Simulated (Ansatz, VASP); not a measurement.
**One calculation of Ge, two programs**

```
CELL_PARAMETERS angstrom
1.48805 -2.59469 0.00000
1.48805 2.59469 0.00000
0.00000 0.00000 4.72760
ATOMIC_POSITIONS crystal
Ge 0.66655 0.33345 0.25000
Ge 0.33345 0.66655 0.75000
```

Alike in both runs: task single point; functional PBEsol; k mesh 11 × 11 × 6; no spin polarisation.

|  | VASP | Ansatz |
| --- | --- | --- |
| version | VASP 6.6.1 | Ansatz 0.2.0 |
| potentials or method | VASP PAW PBE potentials, release 64 (Ge_d), cutoff 520 eV | plane waves, PAW |
| occupations | methfessel-paxton of order 1, width 0.15 eV | cold, width 0.15 eV |
| valence electrons in the cell | 28 | 28 |

```tsv
	VASP	Ansatz	Ansatz less VASP
pressure (GPa)	0.4	0.4	-0.05
traceless stress, the component that is largest in VASP (GPa)	4.59	4.94	+0.351
```

VASP's potentials were made for PBE, not for PBEsol.
